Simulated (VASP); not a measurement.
# Ru: single point with LDA

The system is Ru.

```
CELL_PARAMETERS angstrom
2.67753 0.00000 0.00000
-1.33877 2.31881 0.00000
0.00000 0.00000 4.21813
ATOMIC_POSITIONS crystal
Ru 0.33333 0.66667 0.25000
Ru 0.66667 0.33333 0.75000
```

```json
{
 "Program": "VASP 6.6.1",
 "Task": "single point",
 "Functional": "LDA",
 "Potentials or basis": "VASP PAW LDA potentials, release 64 (Ru_sv)",
 "Cutoff": "560 eV",
 "k mesh": "13 × 13 × 8",
 "Occupations": "gaussian, width 0.03 eV",
 "Spin": "no spin polarisation"
}
```

| Property | Result |
| --- | --- |
| Pressure | 0.3 GPa |
| Band gap on the k mesh | zero (bands 16 and 17 overlap by 3.28 eV) |

Stress tensor (GPa, compression positive):
```
 0.54  0.00  0.00
 0.00  0.54  0.00
 0.00  0.00 -0.06
```

Levels at points of the mesh, in eV from the Fermi level:
```csv
k point,band 12,band 13,band 14,band 15,band 16,band 17,band 18,band 19,band 20,band 21
"(0.00, 0.00, 0.00)",-2.83,-2.59,-2.09,-2.09,-1.56,-1.56,1.21,1.21,1.34,10.68
"(0.00, 0.00, 0.50)",-3.01,-3.01,-3.01,-2.87,-2.87,0.54,0.54,0.54,0.54,14.39
```

Wall time 18 s on 1 thread of Intel(R) Xeon(R) 6975P-C (Granite Rapids), on a shared host, peak memory 0.17 GiB.
